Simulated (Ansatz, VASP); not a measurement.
**Rh: VASP beside Ansatz**

```
Rh
1.0
     2.52841    0.00000    0.00000
    -1.26420    2.69943    0.00000
     0.00000    0.00000    7.76748
Rh
4
Direct
  0.00000 0.00000 0.00000
  0.33333 0.66667 0.25000
  0.00000 0.00000 0.50000
  0.66667 0.33333 0.75000
```

Change from the starting cell: strain +e along x and -e along y -0.1100, strain +e along z and -e/2 along x and y -0.1100.

Alike in both runs: task single point; functional PBEsol; k mesh 18 × 18 × 6; occupations gaussian, width 0.15 eV; no spin polarisation.

|  | VASP | Ansatz |
| --- | --- | --- |
| version | VASP 6.6.1 | Ansatz 0.2.0 |
| potentials or method | VASP PAW PBE potentials, release 64 (Rh_pv), cutoff 520 eV | scalar-relativistic, plane waves, PAW |
| valence electrons in the cell | 60 | 68 |

Ansatz gave:

| Item | Value |
| --- | --- |
| gap on the k mesh at the Fermi level (eV) | none |
| pressure (GPa) | 23.7 |
| traceless stress, the component that is largest in VASP (GPa) | -32.85 |
| rms of the force components (eV/Å) | 0.411 |

Question: Which values does VASP return?

Answer: gap on the k mesh at the Fermi level (eV): none; pressure (GPa): 23.7; traceless stress, the component that is largest in VASP (GPa): -32.89; rms of the force components (eV/Å): 0.412.

VASP's potentials were made for PBE, not for PBEsol, and Ansatz warns of the same on its side. Atom by atom the forces differ by 0.001 eV/Å (rms over components). A gap of «none» marks a metal or a gap that the smearing closes. VASP's potentials hold 60 valence electrons a cell and Ansatz's 68, so a difference there can come from the potentials and not from the codes.
